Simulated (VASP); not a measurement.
A run of VASP 6.6.1 is set up as follows.

The input INCAR:

```
SYSTEM = SiO2
ALGO = Normal
EDIFF = 1E-6
ENCUT = 520
GGA = PE
ISIF = 2
ISMEAR = 0
LASPH = .True.
LCHARG = .False.
LREAL = .False.
LWAVE = .False.
NBANDS = 25
NELM = 60
PREC = Accurate
SIGMA = 0.02
```

KPOINTS

```
k-points
0
Gamma
  6 6 6
  0 0 0
```

Contents of POSCAR:

```
SiO2
1.0
   -2.5131482304      2.5131482304      3.6858647803
    2.5131482304     -2.5131482304      3.6858647803
    2.5131482304      2.5131482304     -3.6858647803
Si O
2 4
Direct
    0.0000000000      0.0000000000      0.0000000000
    0.7500000000      0.2500000000      0.5000000000
    0.3750000000      0.2174794929      0.3424794929
    0.9674794929      0.6250000000      0.8424794929
    0.7825205071      0.1250000000      0.1575205071
    0.8750000000      0.0325205071      0.6575205071
```

Potentials or basis: VASP PAW PBE potentials, release 64 (Si, O).

Run with:

```sh
$ cat potpaw_PBE.64/Si/POTCAR potpaw_PBE.64/O/POTCAR > POTCAR
$ mpirun -np 1 vasp_std > vasp.out
```

**Question.** What does it give for the pressure?

**Answer.** 0.1 GPa.

**Question.** Estimate the band gap on the k mesh.

**Answer.** 5.74 eV, direct.

**Question.** Estimate the largest force.

**Answer.** 0.007 eV/Å.

Forces in eV/Å, atoms in the order of the input:
```
Si   0.000  0.000  0.000
Si   0.000  0.000  0.000
O   -0.007  0.000  0.000
O    0.000 -0.007  0.000
O    0.000  0.007  0.000
O    0.007  0.000  0.000
```

A k mesh can miss the band edges.
